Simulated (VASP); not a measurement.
A run of VASP 6.6.1 is set up as follows.

File POSCAR:

```
AlNi
1.0
    2.8342462416      0.0000000000      0.0000000000
    0.0000000000      2.8342462416      0.0000000000
    0.0000000000      0.0000000000      2.8342462416
Al Ni
1 1
Direct
    0.0000000000      0.0000000000      0.0000000000
    0.5000000000      0.5000000000      0.5000000000
```

File INCAR.step1:

```
ALGO = Normal
EDIFF = 1E-4
ENCUT = 520
GGA = PE
ISMEAR = 0
LASPH = T
LCHARG = F
LREAL = F
LWAVE = T
NBANDS = 14
NELM = 80
PREC = Accurate
SIGMA = 0.1
```

Contents of INCAR.step2:

```
ALGO = Normal
EDIFF = 1E-6
ENCUT = 520
ISIF = 2
ISMEAR = 0
ISTART = 1
LASPH = T
LCHARG = F
LMIXTAU = T
LREAL = F
LWAVE = F
METAGGA = R2SCAN
NBANDS = 14
NELM = 80
PREC = Accurate
SIGMA = 0.1
```

The input KPOINTS:

```
k-points
0
Gamma
  14 14 14
```

Potentials or basis: VASP PAW PBE potentials, release 64 (Al, Ni).

The run is started by

```sh
$ cat potpaw_PBE.64/Al/POTCAR potpaw_PBE.64/Ni/POTCAR > POTCAR
$ cp INCAR.step1 INCAR
$ mpirun -np 1 vasp_std > vasp.out
$ cp INCAR.step2 INCAR
$ mpirun -np 1 vasp_std > vasp.out
```

Task: What does it give for the pressure?

Result: 5.5 GPa.

Caveat: the PAW data sets were made with another functional, which shifts forces and pressure a little. Spin polarisation is off, so any magnetic state and its effect on volume and gap are missing.
